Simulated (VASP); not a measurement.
# C: single point with PBEsol

C:

```xyz
4
Lattice="2.4709 0.0323 -0.0856 -1.2075 2.1560 -0.0856 -0.2352 -0.4074 6.7330" Properties=species:S:1:pos:R:3 pbc="T T T"
C    -0.1491    0.0762    0.0698
C     0.0229   -0.2947    3.4363
C    -0.0491    1.4944   -0.1217
C     1.2012    0.5010    3.2449
```

This cell differs from its parent crystal: strained and its atoms moved.

```yaml
Program: VASP 6.6.1
Task: single point
Functional: PBEsol
Potentials_or_basis: VASP PAW PBE potentials, release 64 (C)
Cutoff: 520 eV
k_mesh: 16 × 16 × 6
Occupations: gaussian, width 0.1 eV
Spin: no spin polarisation
```

```
Pressure      : -8.8 GPa
Largest force : 4.178 eV/Å
```

Forces on the atoms (eV/Å):
```
C    3.678 -0.865 -1.782
C   -2.588  2.753 -1.782
C   -3.675  0.863  1.782
C    2.585 -2.751  1.782
```

Stress tensor (GPa, compression positive):
```
 -9.93  -5.50   1.30
 -5.50 -16.28   2.25
  1.30   2.25  -0.16
```

Run time: 95 s on 1 thread of Intel(R) Xeon(R) 6975P-C (Granite Rapids), on a shared host, peak memory 0.26 GiB.

Caveat: the cell differs from its parent crystal (strained and its atoms moved); the cell stands under tension; this functional lacks dispersion, which binds the layers, so the pressure and a relaxed spacing across them are unreliable; the PAW data sets were made with another functional, which shifts forces and pressure a little.
